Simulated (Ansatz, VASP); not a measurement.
**Two plane-wave programs on HfN**

The input INCAR:

```
ALGO     = Normal         # electronic algorithm
EDIFF    = 1E-6           # SCF threshold, eV
ENCUT    = 520            # plane-wave cutoff, eV
GGA      = PS             # functional
ISIF     = 2              # what is computed and relaxed
ISMEAR   = 0              # smearing method
LASPH    = True           # aspherical terms in the spheres
LCHARG   = False          # write CHGCAR
LREAL    = False          # projectors in reciprocal space
LWAVE    = False          # write WAVECAR
NBANDS   = 14             # bands
NELM     = 100            # most SCF steps
PREC     = Accurate       # precision mode
SIGMA    = 0.15           # smearing width, eV
```

File KPOINTS:

```
k-points
0
Gamma
  18 18 18
```

The input POSCAR:

```
HfN
1.0
    0.0000000000      2.2590000000      2.1686400000
    2.2590000000      0.0000000000      2.1686400000
    2.2590000000      2.2590000000      0.0000000000
Hf N
1 1
Direct
    0.0000000000      0.0000000000      0.0000000000
    0.5000000000      0.5000000000      0.5000000000
```

Input for Ansatz:

```yaml
crystal:
  lattice:
    - [0.0, 2.259, 2.16864]
    - [2.259, 0.0, 2.16864]
    - [2.259, 2.259, 0.0]
  atoms:
    - { symbol: Hf, position: [0.0, 0.0, 0.0] }
    - { symbol: "N", position: [0.5, 0.5, 0.5] }
basis:
  ecutwfc: 420
kpoints:
  mp_grid: { grid: [18, 18, 18] }
hamiltonian:
  xc: pbesol
scf:
  occupations: { method: gaussian, width: 0.15 }
output:
  forces: true
  stress: true
  eigenvalues: true
```

Change from the starting cell: strain +0.000 along x and y, -0.040 along z, atoms carried along.

Alike in both runs: task single point; functional PBEsol; k mesh 18 × 18 × 18; occupations gaussian, width 0.15 eV; no spin polarisation.

|  | VASP | Ansatz |
| --- | --- | --- |
| version | VASP 6.6.1 | Ansatz 0.2.0 |
| potentials or method | VASP PAW PBE potentials, release 64 (Hf_pv, N), cutoff 520 eV | scalar-relativistic, plane waves, PAW |
| valence electrons in the cell | 15 | 31 |

VASP gave:

- gap on the k mesh at the Fermi level (eV): none
- pressure (GPa): 8.1
- traceless stress, the component that is largest in VASP (GPa): 17.08

Task: Which values does Ansatz return?

Result: gap on the k mesh at the Fermi level (eV): none; pressure (GPa): 10.3; traceless stress, the component that is largest in VASP (GPa): 17.11.

VASP's potentials were made for PBE, not for PBEsol. A gap of «none» marks a metal or a gap that the smearing closes. VASP's potentials hold 15 valence electrons a cell and Ansatz's 31, so a difference there can come from the potentials and not from the codes.

Neither program's run includes spin-orbit coupling.
